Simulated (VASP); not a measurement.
A run of VASP 6.6.1 is set up as follows.

File INCAR:

```
SYSTEM = HfB2
ALGO     = Normal         ! electronic algorithm
EDIFF    = 1E-7           ! SCF threshold, eV
EDIFFG   = -0.01          ! ionic threshold
ENCUT    = 600            ! plane-wave cutoff, eV
GGA      = PS             ! functional
IBRION   = 2              ! ionic algorithm
ISIF     = 4              ! what is computed and relaxed
ISMEAR   = 0              ! smearing method
LASPH    = .TRUE.         ! aspherical terms in the spheres
LCHARG   = .FALSE.        ! write CHGCAR
LREAL    = .FALSE.        ! projectors in reciprocal space
LWAVE    = .FALSE.        ! write WAVECAR
NELM     = 100            ! most SCF steps
NSW      = 50             ! ionic steps
PREC     = Accurate       ! precision mode
SIGMA    = 0.1            ! smearing width, eV
```

Contents of KPOINTS:

```
k-points
0
G
  18 18 12
  0 0 0
```

Contents of POSCAR:

```
HfB2
1.0
    3.2231019793      0.0000000000      0.0000000000
   -1.6115509896      2.7912881930      0.0000000000
    0.0000000000      0.0000000000      3.5699233666
Hf B
1 2
Direct
    0.0000000000      0.0000000000      0.0000000000
    0.3333333333      0.6666666667      0.5000000000
    0.6666666667      0.3333333333      0.5000000000
```

Potentials or basis: VASP PAW PBE potentials, release 64 (Hf_pv, B).

The run is started by

```sh
$ cat potpaw_PBE.64/Hf_pv/POTCAR potpaw_PBE.64/B/POTCAR > POTCAR
$ mpirun -np 1 vasp_std > vasp.out
```

(1) Predict the band gap on the k mesh.

Answers

(1) zero (bands 8 and 9 overlap by 1.26 eV).

Caveat: spin-orbit coupling is left out, which moves the levels of the heavy elements.
